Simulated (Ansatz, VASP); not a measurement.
## LiOsRu3: VASP beside Ansatz

```xyz
5
Lattice="3.8793 0.0000 0.0000 0.0000 3.8793 0.0000 0.0000 0.0000 5.5496" Properties=species:S:1:pos:R:3 pbc="T T T"
Li    0.0000    0.0000   -0.4742
Ru    1.9396    1.9396    6.0137
Ru    0.0000    1.9396    2.1858
Ru    1.9396    0.0000    2.1858
Os    1.9396    1.9396    3.7408
```

Alike in both runs: functional PBE; k mesh 4 × 4 × 4; occupations gaussian, width 0.1 eV; no spin polarisation.

Ansatz relaxed the structure, and its values are those at the end. VASP's run is a single point on that final structure, the one shown.

|  | VASP | Ansatz |
| --- | --- | --- |
| version | VASP 6.6.1 | Ansatz 0.2.0 |
| potentials or method | VASP PAW PBE potentials, release 64 (Li_sv, Ru_sv, Os_sv_GW), cutoff 880 eV | scalar-relativistic, plane waves, PAW |
| valence electrons in the cell | 67 | 67 |

VASP gave:

```
gap on the k mesh at the Fermi level (eV) : none
pressure (GPa)                            : 0.0
rms of the force components (eV/Å)        : 0.029
```

Question: Which values does Ansatz return?

Answer: gap on the k mesh at the Fermi level (eV): none; pressure (GPa): 0.1; rms of the force components (eV/Å): 0.011.

A gap of «none» marks a metal or a gap that the smearing closes.

The k mesh is coarse, so the values compare programs but aren't converged. Spin-orbit coupling is off throughout.
